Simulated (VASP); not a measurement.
# Na (Fm-3m) in VASP: a series of runs

The runs below take Na through single point, with LDA.

Program: VASP 6.6.1. These are calculated values, not measurements. Logs are shortened: lines on timing, memory, paths and dates and some standing lists are left out, and cuts for length are marked.

### 1 The cell of the first run

The structure is cubic, space group Fm-3m (No. 225). The conventional cell has a = 5.117 Å, b = 5.117 Å, c = 5.117 Å, α = 90.00°, β = 90.00°, γ = 90.00°. Within 4.8 Å of Na (site symmetry m-3m) lie 12 Na at 3.62 Å.

### 2 Single point, LDA

Input file INCAR:

```
PREC = Accurate
ENCUT = 520
EDIFF = 1E-6
ISMEAR = -1
SIGMA = 0.1
LREAL = False
LASPH = True
NELM = 60
ALGO = Normal
ISIF = 2
LWAVE = False
LCHARG = False
GGA = CA
NBANDS = 10
```

Input file KPOINTS:

```
Automatic mesh
0
Gamma
  10 10 10
```

Input file POSCAR:

```
Na
1.0
    0.0000000000      2.5584005384      2.5584005384
    2.5584005384      0.0000000000      2.5584005384
    2.5584005384      2.5584005384      0.0000000000
Na
1
Direct
    0.0000000000      0.0000000000      0.0000000000
```

Potentials or basis: VASP PAW LDA potentials, release 64 (Na_pv).

On the command line:

```sh
> cat potpaw_LDA.64/Na_pv/POTCAR > POTCAR
> mpirun -np 1 vasp_std > vasp.out
```

OUTCAR:

```text
PREC = Accurate
   ENCUT = 520
   EDIFF = 1E-6
   ISMEAR = -1
   LREAL = False
   LASPH = True
   NELM = 60
   ISIF = 2
   GGA = CA

 ion  position               nearest neighbor table
   1  0.000  0.000  0.000-

  LATTYP: Found a face centered cubic cell.
 ALAT       =     5.1168010768

  Lattice vectors:

 A1 = (   0.0000000000,   2.5584005384,   2.5584005384)
 A2 = (   2.5584005384,   0.0000000000,   2.5584005384)
 A3 = (   2.5584005384,   2.5584005384,   0.0000000000)

Analysis of symmetry for initial positions (statically):
=====================================================================
 Subroutine PRICEL returns:
 Original cell was already a primitive cell.

 Routine SETGRP: Setting up the symmetry group for a
 face centered cubic supercell.

 Subroutine GETGRP returns: Found 48 space group operations
 (whereof 48 operations were pure point group operations)
 out of a pool of 48 trial point group operations.

The static configuration has the point symmetry O_h .

Analysis of symmetry for dynamics (positions and initial velocities):
=====================================================================
 Subroutine PRICEL returns:
 Original cell was already a primitive cell.

 Routine SETGRP: Setting up the symmetry group for a
 face centered cubic supercell.

 Subroutine GETGRP returns: Found 48 space group operations
 (whereof 48 operations were pure point group operations)
 out of a pool of 48 trial point group operations.

The dynamic configuration has the point symmetry O_h .

 Subroutine INISYM returns: Found 48 space group operations
 (whereof 48 operations are pure point group operations),
 and found     1 'primitive' translations

----------------------------------------------------------------------------------------

                                     Primitive cell

  volume of cell :      33.4916

  direct lattice vectors                    reciprocal lattice vectors
     0.000000000  2.558400538  2.558400538    -0.195434606  0.195434606  0.195434606
     2.558400538  0.000000000  2.558400538     0.195434606 -0.195434606  0.195434606
     2.558400538  2.558400538  0.000000000     0.195434606  0.195434606 -0.195434606

  length of vectors
     3.618124739  3.618124739  3.618124739     0.338502666  0.338502666  0.338502666

  position of ions in fractional coordinates (direct lattice)
     0.000000000  0.000000000  0.000000000

  ion indices of the primitive-cell ions
   primitive index   ion index
                 1           1

----------------------------------------------------------------------------------------

 KPOINTS: Automatic mesh

Automatic generation of k-mesh.
 Grid dimensions read from file:
 generate k-points for:   10   10   10

 Generating k-lattice:

  Cartesian coordinates                     Fractional coordinates (reciprocal lattice)
    -0.019543461  0.019543461  0.019543461     0.100000000  0.000000000  0.000000000
     0.019543461 -0.019543461  0.019543461     0.000000000  0.100000000  0.000000000
     0.019543461  0.019543461 -0.019543461     0.000000000  0.000000000  0.100000000

  Length of vectors
     0.033850267  0.033850267  0.033850267

  Shift w.r.t. Gamma in fractional coordinates (k-lattice)
     0.000000000  0.000000000  0.000000000

 Subroutine IBZKPT returns following result:
 ===========================================

 Found     47 irreducible k-points:

 Following reciprocal coordinates:
            Coordinates               Weight
  0.000000  0.000000  0.000000      1.000000
  0.100000  0.000000  0.000000      8.000000
  0.200000  0.000000  0.000000      8.000000
  0.300000  0.000000  0.000000      8.000000
  0.400000  0.000000  0.000000      8.000000
  0.500000  0.000000  0.000000      4.000000
[... 16 lines left out ...]
  0.300000  0.300000  0.000000      6.000000
  0.400000  0.300000  0.000000     24.000000
 [... further k-points ...]
   k-points           NKPTS =     47   k-points in BZ     NKDIM =     47   number of bands    NBANDS=     10
   number of dos      NEDOS =    301   number of ions     NIONS =      1
   total plane-waves  NPLWV =  21952
   dimension x,y,z NGX =    28 NGY =   28 NGZ =   28
   dimension x,y,z NGXF=    56 NGYF=   56 NGZF=   56
   ions per type =               1
   NGX,Y,Z   is equivalent  to a cutoff of  12.87, 12.87, 12.87 a.u.
   NGXF,Y,Z  is equivalent  to a cutoff of  25.73, 25.73, 25.73 a.u.
 SYSTEM =  unknown system
   PREC   = accura    normal or accurate (medium, high low for compatibility)
   ISTART =      0    job   : 0-new  1-cont  2-samecut
   ICHARG =      2    charge: 1-file 2-atom 10-const
   ISPIN  =      1    spin polarized calculation?
   LNONCOLLINEAR =      F non collinear calculations
   LSORBIT =      F    spin-orbit coupling
   LASPH  =      T    aspherical Exc in radial PAW
   ENCUT  =  520.0 eV  38.22 Ry    6.18 a.u.   6.73  6.73  6.73*2*pi/ulx,y,z
   NELM   =     60;   NELMIN=  2; NELMDL= -5     # of ELM steps
   EDIFF  = 0.1E-05   stopping-criterion for ELM
   LREAL  =      F    real-space projection
   EDIFFG = 0.1E-04   stopping-criterion for IOM
   NSW    =      0    number of steps for IOM
   IBRION =     -1    ionic relax: 0-MD 1-quasi-New 2-CG
   NFREE  =      0    steps in history (QN), initial steepest desc. (CG)
   ISIF   =      2    stress and relaxation
   ISYM   =      2    0-nonsym 1-usesym 2-fastsym
   POTIM  = 0.5000    time-step for ionic-motion
   TEBEG  =    0.0;   TEEND  =   0.0 temperature during run
   PSTRESS=    0.0 pullay stress
   NELECT =       7.0000    total number of electrons
   NUPDOWN=      -1.0000    fix difference up-down
   EMIN   =  10.00;   EMAX   =-10.00  energy-range for DOS
   EFERMI =   0.00;   METHOD = LEGACY
   ISMEAR =    -1;   SIGMA  =   0.10  broadening in eV -4-tet -1-fermi 0-gaus
   EFERMI_NEDOS =   21; number of points for ismear=-14 and -15
   IALGO  =     38    algorithm
   IMIX   =      4    mixing-type and parameters
     AMIX     =   0.40;   BMIX     =  1.00
     AMIX_MAG =   1.60;   BMIX_MAG =  1.00
  volume/ion in A,a.u.               =      33.49       226.01
  Fermi-wavevector in a.u.,A,eV,Ry     =   0.971544  1.835951 12.842499  0.943897
  Thomas-Fermi vector in A             =   2.101769
   LORBIT       =      0    0 simple, 1 ext, 2 COOP (PROOUT), +10 PAW based schemes
   GGA     = CA    functional components
   LHFCALC =     F    Hartree Fock is set to
   AEXX    =    0.0000 exact exchange contribution
   IVDW    =     0    specifies the selected vdW correction
   LEPSILON=     F    determine dielectric tensor
   LRPA    =     F    only Hartree local field effects (RPA)
 non-spin polarized calculation
  energy-cutoff  :      520.00
  volume of cell :       33.49
 maximum number of plane-waves:       934
   NGX = 13   NGY = 13   NGZ = 13

 number of electron       6.9999993 magnetization

 Free energy of the ion-electron system (eV)
  ---------------------------------------------------
  ext. energy  EPLUGINS =         0.00000000
  ---------------------------------------------------
  free energy    TOTEN  =        -1.46326447 eV

  energy without entropy =       -1.44821156  energy(sigma->0) =       -1.45573801

 E-fermi :   0.3993     XC(G=0):  -7.0188

 val. band max:        0.3503115614   @ k =   0.5000   0.3000   0.1000
 cond. band min:       0.6286738438   @ k =   0.4000   0.4000   0.0000
 fundamental gap:      0.2783622824
 Fermi energy:         0.3992905585

 k-point     1 :       0.0000    0.0000    0.0000
  band No.  band energies     occupation
      1     -24.4063      2.00000
      2     -24.4063      2.00000
      3     -24.4063      2.00000
      4      -3.0466      2.00000
      5      12.1117      0.00000
      6      12.1117      0.00000
      7      12.1117      0.00000
      8      13.4637      0.00000
      9      13.9442      0.00000
     10      13.9442      0.00000

 k-point     2 :       0.1000    0.0000    0.0000
  band No.  band energies     occupation
      1     -24.4113      2.00000
      2     -24.4070      2.00000
      3     -24.4070      2.00000
      4      -2.8677      2.00000
      5      10.0414      0.00000
      6      11.8240      0.00000
      7      11.8240      0.00000
      8      13.4037      0.00000
      9      14.4935      0.00000
     10      14.4935      0.00000

 k-point     3 :       0.2000    0.0000    0.0000
  band No.  band energies     occupation
      1     -24.4242      2.00000
      2     -24.4087      2.00000
      3     -24.4087      2.00000
      4      -2.3354      2.00000
      5       7.5016      0.00000
      6      11.4117      0.00000
      7      11.4117      0.00000
      8      12.8791      0.00000
      9      14.5164      0.00000
     10      14.5164      0.00000

 k-point     4 :       0.3000    0.0000    0.0000
  band No.  band energies     occupation
      1     -24.4401      2.00000
      2     -24.4109      2.00000
      3     -24.4109      2.00000
      4      -1.4615      2.00000
      5       5.1613      0.00000
      6      11.1624      0.00000
      7      11.1624      0.00000
      8      12.5365      0.00000
      9      13.4285      0.00000
     10      13.4285      0.00000

 k-point     5 :       0.4000    0.0000    0.0000
  band No.  band energies     occupation
      1     -24.4528      2.00000
      2     -24.4127      2.00000
      3     -24.4127      2.00000
      4      -0.2652      1.99740
      5       3.0827      0.00000
      6      11.0981      0.00000
      7      11.0981      0.00000
      8      12.4241      0.00000
      9      12.6559      0.00000
     10      12.6559      0.00000

 k-point     6 :       0.5000    0.0000    0.0000
  band No.  band energies     occupation
      1     -24.4577      2.00000
      2     -24.4133      2.00000
      3     -24.4133      2.00000
      4       1.0464      0.00309
      5       1.4772      0.00004
      6      11.1158      0.00000
      7      11.1158      0.00000
      8      12.3568      0.00000
      9      12.3568      0.00000
     10      12.4242      0.00000
[... 183 lines left out ...]
 k-point    21 :      -0.3000    0.2000    0.0000
  band No.  band energies     occupation
      1     -24.4454      2.00000
      2     -24.4253      2.00000
      3     -24.4134      2.00000
      4      -0.0965      1.98605
      5       4.2627      0.00000
      6       6.6125      0.00000
      7      10.4692      0.00000
      8      11.4907      0.00000
      9      14.4488      0.00000
     10      15.7382      0.00000

 k-point    22 :      -0.2000    0.2000    0.0000
  band No.  band energies     occupation
      1     -24.4376      2.00000
      2     -24.4205      2.00000
      3     -24.4107      2.00000
      4      -1.1738      2.00000
      5       6.0346      0.00000
      6       7.0816      0.00000
      7      11.4802      0.00000
      8      12.5598      0.00000
      9      13.9166      0.00000
     10      15.3319      0.00000

 k-point    23 :       0.3000    0.3000    0.0000
  band No.  band energies     occupation
      1     -24.4385      2.00000
      2     -24.4185      2.00000
      3     -24.4185      2.00000
      4      -0.9444      2.00000
      5       7.6100      0.00000
      6       7.9406      0.00000
      7       8.8014      0.00000
      8       8.8014      0.00000
      9      11.2952      0.00000
     10      18.8815      0.00000

 k-point    24 :       0.4000    0.3000    0.0000
  band No.  band energies     occupation
      1     -24.4453      2.00000
      2     -24.4222      2.00000
      3     -24.4206      2.00000
      4      -0.0951      1.98585
      5       6.0857      0.00000
      6       6.6094      0.00000
      7       8.5663      0.00000
      8       9.0639      0.00000
      9      11.7528      0.00000
     10      18.4403      0.00000

 [... further k-points ...]

------------------------ aborting loop because EDIFF is reached ----------------------------------------

  FORCE on cell =-STRESS in cart. coord.  units (eV):
  Direction    XX          YY          ZZ          XY          YZ          ZX
  --------------------------------------------------------------------------------------
  -------------------------------------------------------------------------------------
  Total       -0.0108090     -0.0108090     -0.0108090      0.0000000      0.0000000     -0.0000000
  in kB       -0.5170839     -0.5170839     -0.5170839      0.0000000      0.0000000     -0.0000000
  external PRESSURE =      -0.5170839 kB  Pullay stress =       0.0000000 kB

 VOLUME and BASIS-vectors are now :
 -----------------------------------------------------------------------------
  energy-cutoff  :      520.00
  volume of cell :       33.49
      direct lattice vectors                 reciprocal lattice vectors
     0.000000000  2.558400538  2.558400538    -0.195434606  0.195434606  0.195434606
     2.558400538  0.000000000  2.558400538     0.195434606 -0.195434606  0.195434606
     2.558400538  2.558400538  0.000000000     0.195434606  0.195434606 -0.195434606

 POSITION                                       TOTAL-FORCE (eV/Angst)
 -----------------------------------------------------------------------------------
      0.00000      0.00000      0.00000         0.000000      0.000000      0.000000
 -----------------------------------------------------------------------------------
    total drift:                               -0.000000     -0.000000     -0.000000

  FREE ENERGIE OF THE ION-ELECTRON SYSTEM (eV)
  ---------------------------------------------------
  free  energy   TOTEN  =        -1.4632644657 eV

  energy  without entropy=       -1.4482115598  energy(sigma->0) =       -1.45573801
```

Wall time 5 s (1 thread of Intel Xeon 6975P-C (Granite Rapids), shared host); peak memory 0.13 GiB.

What came out:

```
Free energy : -1.4633 eV
Pressure    : -0.1 GPa
```

### 3 Single point, LDA (volume scaled by 0.88)

Input file INCAR:

```
  PREC = Accurate
  ENCUT = 520
  EDIFF = 1E-6
  ISMEAR = -1
  SIGMA = 0.1
  LREAL = F
  LASPH = T
  NELM = 60
  ALGO = Normal
  ISIF = 2
  LWAVE = F
  LCHARG = T
  LELF = T
  LVHAR = T
  NBANDS = 10
```

Input file KPOINTS:

```
Automatic mesh
0
Gamma
  12 12 12
```

Input file POSCAR:

```
Na
1.0
    0.0000000000      2.4516742284      2.4516742284
    2.4516742284      0.0000000000      2.4516742284
    2.4516742284      2.4516742284      0.0000000000
Na
1
Direct
    0.0000000000      0.0000000000      0.0000000000
```

Potentials or basis: VASP PAW LDA potentials, release 64 (Na_pv).

On the command line:

```sh
> cat potpaw_LDA.64/Na_pv/POTCAR > POTCAR
> mpirun -np 1 vasp_std > vasp.out
```

Run time: 7.5 s. Hardware: 1 thread of Intel Xeon 6975P-C (Granite Rapids), shared host; peak memory 0.14 GiB.

The run converged. Its results:

| Item | Value |
| --- | --- |
| Free energy | -1.4478 eV |
| Pressure | 1.4 GPa |

Levels at points of the mesh, in eV from the Fermi level:
```csv
k point,band 1,band 2,band 3,band 4,band 5,band 6,band 7,band 8,band 9
"(0.00, 0.00, 0.00)",-24.76,-24.76,-24.76,-3.77,12.50,12.50,12.50,13.98,14.79
"(0.50, 0.00, 0.00)",-24.84,-24.77,-24.77,0.63,1.19,11.41,11.41,12.85,13.11
"(0.50, 0.50, 0.00)",-24.84,-24.79,-24.79,2.07,2.64,6.97,8.32,8.32,10.95
```

(Continued in part 2 of 2.)
